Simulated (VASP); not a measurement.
**Os: single point with BLYP**

Crystal: Os.

```xyz
1
Lattice="2.5976 0.0000 0.0000 0.0000 2.5976 0.0000 0.0000 0.0000 2.5976" Properties=species:S:1:pos:R:3 pbc="T T T"
Os    0.0000    0.0000    0.0000
```

This isn't the form of Os at room conditions, which is hcp.

```
Program             : VASP 6.6.1
Task                : single point
Functional          : BLYP
Potentials or basis : VASP PAW PBE potentials, release 64 (Os)
Cutoff              : 520 eV
k mesh              : 14 × 14 × 14
Occupations         : fermi-dirac, width 0.1 eV
Spin                : no spin polarisation
```

```json
{"Pressure": "2.1 GPa", "Band gap on the k mesh": "zero (bands 4 and 5 overlap by 5.31 eV)"}
```

Levels at points of the mesh, in eV from the Fermi level:
| k point | band 2 | band 3 | band 4 | band 5 | band 6 | band 7 |
| --- | --- | --- | --- | --- | --- | --- |
| (0.00, 0.00, 0.00) | -5.56 | -5.56 | 2.09 | 2.09 | 2.09 | 15.28 |
| (0.50, 0.00, 0.00) | -4.80 | -0.89 | -0.89 | -0.71 | 2.40 | 6.65 |
| (0.50, 0.50, 0.00) | -4.28 | -0.33 | -0.33 | 4.32 | 4.57 | 4.57 |
| (0.50, 0.50, 0.50) | -4.82 | -4.82 | 4.54 | 4.54 | 9.10 | 10.78 |

Run time: 26 s on 1 thread of Intel Xeon 8259CL, on a shared host, peak memory 0.14 GiB.

Caveat: the PAW data sets were made with another functional, which shifts forces and pressure a little; spin-orbit coupling is left out, which moves the levels of the heavy elements.
